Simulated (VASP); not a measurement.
Wanted: the native input for a VASP 6.6.1 run.

```yaml
Task: single point
Functional: PBEsol
Potentials_or_basis: VASP PAW PBE potentials, release 64 (Ti_sv, Si)
Cutoff: 520 eV
k_mesh: 8 × 8 × 8
Occupations: fermi-dirac, width 0.05 eV
Spin: no spin polarisation
Hubbard_terms: Ti d U = 5.0 eV
Dipole_correction: no
k_mesh_for_the_DOS: 12 × 12 × 12
Occupations_for_the_DOS: tetrahedron
Further_INCAR_settings: ALGO = Fast; EDIFF = 1e-06
```

TiSi2:

```
Ti Si
1.0
     1.76511   -6.75928    0.00000
     1.76511    6.75928    0.00000
     0.00000    0.00000    3.56517
Ti Si
2 4
Direct
  0.10312 0.89688 0.25000
  0.89688 0.10312 0.75000
  0.75031 0.24969 0.25000
  0.24969 0.75031 0.75000
  0.44175 0.55825 0.25000
  0.55825 0.44175 0.75000
```

These files were run (other wordings do the same):

POSCAR

```
TiSi2
1.0
    1.7651050250     -6.7592815350      0.0000000000
    1.7651050250      6.7592815350      0.0000000000
    0.0000000000      0.0000000000      3.5651739700
Ti Si
2 4
Direct
    0.1031180800      0.8968819200      0.2500000000
    0.8968819200      0.1031180800      0.7500000000
    0.7503148200      0.2496851800      0.2500000000
    0.2496851800      0.7503148200      0.7500000000
    0.4417485500      0.5582514500      0.2500000000
    0.5582514500      0.4417485500      0.7500000000
```

INCAR.step1

```
SYSTEM = TiSi2
  ALGO = Fast
  EDIFF = 1E-6
  ENCUT = 520
  GGA = PS
  ISIF = 2
  ISMEAR = -1
  LASPH = .True.
  LCHARG = .True.
  LDAU = .True.
  LDAUJ = 0 0
  LDAUL = 2 -1
  LDAUPRINT = 1
  LDAUTYPE = 2
  LDAUU = 5 0
  LMAXMIX = 4
  LREAL = .False.
  LWAVE = .False.
  NBANDS = 29
  NELM = 150
  PREC = Accurate
  SIGMA = 0.05
```

KPOINTS.step1

```
k-points
0
Gamma
  8 8 8
  0 0 0
```

INCAR.step2

```
SYSTEM = TiSi2
  ALGO = Fast
  EDIFF = 1E-6
  ENCUT = 520
  GGA = PS
  ICHARG = 11
  ISIF = 2
  ISMEAR = -5
  LASPH = .True.
  LCHARG = .False.
  LDAU = .True.
  LDAUJ = 0 0
  LDAUL = 2 -1
  LDAUPRINT = 1
  LDAUTYPE = 2
  LDAUU = 5 0
  LMAXMIX = 4
  LORBIT = 10
  LREAL = .False.
  LWAVE = .False.
  NEDOS = 2001
  NELM = 150
  PREC = Accurate
  SIGMA = 0.05
```

KPOINTS.step2

```
k-points
0
Gamma
  12 12 12
  0 0 0
```

Potentials or basis: VASP PAW PBE potentials, release 64 (Ti_sv, Si).

Launch:

```sh
$ cat potpaw_PBE.64/Ti_sv/POTCAR potpaw_PBE.64/Si/POTCAR > POTCAR
$ cp INCAR.step1 INCAR
$ cp KPOINTS.step1 KPOINTS
$ mpirun -np 1 vasp_std > vasp.out
$ cp INCAR.step2 INCAR
$ cp KPOINTS.step2 KPOINTS
$ mpirun -np 1 vasp_std > vasp.out
```

Results of the run:

```yaml
Valence_electrons_inside_the_program's_atomic_spheres: Ti 10.27; Si 1.65, 1.71 (each value once)
```

Caveat: U without spin polarisation on a metal has little footing; the U is typed as a test and isn't derived for this compound.

Run time: 95 min on 1 thread of Oxide Virtual Turin-like Processor (shared host), peak memory 0.61 GiB.
